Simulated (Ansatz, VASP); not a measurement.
Two plane-wave programs on NaLiCl2

The input POSCAR:

```
NaLiCl2
1.0
    1.8529830624      1.0698202699      6.1201018967
   -1.8529830624      1.0698202699      6.1201018967
    0.0000000000     -2.1396405397      6.1201018967
Li Na Cl
1 1 2
Direct
    1.0000000000      0.0000000000      0.0000000000
    0.5000000000      0.5000000000      0.5000000000
    0.2566860802      0.2566860802      0.2566860802
    0.7433139198      0.7433139198      0.7433139198
```

The input INCAR.step1:

```
SYSTEM = NaLiCl2
ALGO = Normal
EDIFF = 1E-4
ENCUT = 520
GGA = PE
ISMEAR = 0
LASPH = .TRUE.
LCHARG = .FALSE.
LREAL = .FALSE.
LWAVE = .TRUE.
NBANDS = 20
NELM = 60
PREC = Accurate
SIGMA = 0.01
```

File INCAR.step2:

```
SYSTEM = NaLiCl2
ALGO = Normal
EDIFF = 1E-7
ENCUT = 520
ISIF = 2
ISMEAR = 0
ISTART = 1
LASPH = .TRUE.
LCHARG = .FALSE.
LMIXTAU = .TRUE.
LREAL = .FALSE.
LWAVE = .FALSE.
METAGGA = R2SCAN
NBANDS = 20
NELM = 60
PREC = Accurate
SIGMA = 0.01
```

The input KPOINTS:

```
k-points
0
G
  6 6 6
  0 0 0
```

Input for Ansatz:

```yaml
crystal:
  lattice:
    - [1.8529830624, 1.0698202699, 6.1201018967]
    - [-1.8529830624, 1.0698202699, 6.1201018967]
    - [0.0, -2.1396405397, 6.1201018967]
  atoms:
    - { symbol: Li, position: [1.0, 0.0, 0.0] }
    - { symbol: Na, position: [0.5, 0.5, 0.5] }
    - { symbol: Cl, position: [0.2566860802, 0.2566860802, 0.2566860802] }
    - { symbol: Cl, position: [0.7433139198, 0.7433139198, 0.7433139198] }
kpoints:
  mp_grid: { grid: [6, 6, 6] }
hamiltonian:
  xc: r2scan
scf:
  occupations: { method: fixed }
  n_extra_bands: 5
output:
  forces: true
  stress: true
  eigenvalues: true
```

Alike in both runs: task single point; functional r2SCAN; k mesh 6 × 6 × 6; no spin polarisation.

|  | VASP | Ansatz |
| --- | --- | --- |
| version | VASP 6.6.1 | Ansatz 0.2.0 |
| potentials or method | VASP PAW PBE potentials, release 64 (Li_sv, Na_pv, Cl) | plane waves, PAW |
| plane-wave cutoff (eV) | 520 | 500 |
| occupations | gaussian, width 0.01 eV | fixed |
| valence electrons in the cell | 24 | 26 |

```csv
,VASP,Ansatz,Ansatz less VASP
gap on the k mesh at the Fermi level (eV),6.80,6.75,-0.044
rms of the force components (eV/Å),0.016,0.014,-0.0022
```

VASP's potentials were made for PBE, not for r2SCAN. Atom by atom the forces differ by 0.002 eV/Å (rms over components). VASP's potentials hold 24 valence electrons a cell and Ansatz's 26, so a difference there can come from the potentials and not from the codes.

Noted on VASP's run: the cutoff is short for stress, so the pressure is rough.
